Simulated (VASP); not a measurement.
TiRe, 2 atoms in the cell. Symmetry: Pm-3m, No. 221, cubic system. Conventional cell: a = 3.084 Å, b = 3.084 Å, c = 3.084 Å, α = 90.00°, β = 90.00°, γ = 90.00°. Within 3.5 Å of Ti (site symmetry m-3m) lie 8 Re at 2.67 Å and 6 Ti at 3.08 Å. Re (site symmetry m-3m) has 8 Ti at 2.67 Å and 6 Re at 3.08 Å within 3.5 Å. 

- Program: VASP 6.6.1
- Task: single point
- Functional: PBEsol
- Potentials or basis: VASP PAW PBE potentials, release 64 (Ti_sv, Re)
- Cutoff: 520 eV
- k mesh: 10 × 10 × 10
- Occupations: fermi-dirac, width 0.08 eV
- Spin: no spin polarisation
- Dipole correction: no
- Further INCAR settings: ALGO = Normal; EDIFF = 1e-06; NBANDS = 16

Potentials or basis: VASP PAW PBE potentials, release 64 (Ti_sv, Re).

Launch:

```console
$ cat potpaw_PBE.64/Ti_sv/POTCAR potpaw_PBE.64/Re/POTCAR > POTCAR
$ mpirun -np 1 vasp_std > vasp.out
```

Hardware: 1 thread of Intel(R) Xeon(R) 6975P-C (Granite Rapids) (shared host).

Task: Estimate the wall time of this run.

Result: Wall time 8.9 s on 1 thread of Intel(R) Xeon(R) 6975P-C (Granite Rapids) (shared host), peak memory 0.16 GiB. Counts: scf iterations 13, k points 56.
